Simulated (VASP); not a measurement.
Set up this calculation in VASP 6.6.1, as the native input.

```
Task                   : single point
Functional             : PBEsol
Potentials or basis    : VASP PAW PBE potentials, release 64 (Zn)
Cutoff                 : 520 eV
k mesh                 : 11 × 11 × 5
Occupations            : fermi-dirac, width 0.05 eV
Spin                   : no spin polarisation
Dipole correction      : no
Further INCAR settings : ALGO = Normal; EDIFF = 1e-06; NBANDS = 19
```

The structure of Zn lies in POSCAR:

```
Zn
1.0
    2.6025590812      0.0000000000      0.0000000000
   -1.3012795406      2.2538822792      0.0000000000
    0.0000000000      0.0000000000      4.8405649427
Zn
2
Direct
    0.3333333333      0.6666666667      0.2500000000
    0.6666666667      0.3333333333      0.7500000000
```

These files were run (other wordings do the same):

INCAR

```
PREC = Accurate ; ENCUT = 520
EDIFF = 1E-6 ; ISMEAR = -1
SIGMA = 0.05 ; LREAL = False
LASPH = True ; NELM = 80
ALGO = Normal ; ISIF = 2
LWAVE = False ; LCHARG = True
GGA = PS ; LELF = True
LVHAR = True ; NBANDS = 19
```

KPOINTS

```
Automatic mesh
0
Gamma
  11 11 5
```

Potentials or basis: VASP PAW PBE potentials, release 64 (Zn).

Launch:

```bash
$ cat potpaw_PBE.64/Zn/POTCAR > POTCAR
$ mpirun -np 1 vasp_std > vasp.out
```

Results of the run:

```json
{
 "Pressure": "0.7 GPa",
 "Band gap on the k mesh": "zero (band 12 reaches 5.19 eV, above the bottom of band 13 at 0.44 eV)"
}
```

Caveat: the PAW data sets were made with another functional, which shifts forces and pressure a little.

It took 18 s on 1 thread of AMD EPYC 7R43 64-Core Processor (Zen 3), with other jobs on the host, peak memory 0.11 GiB.
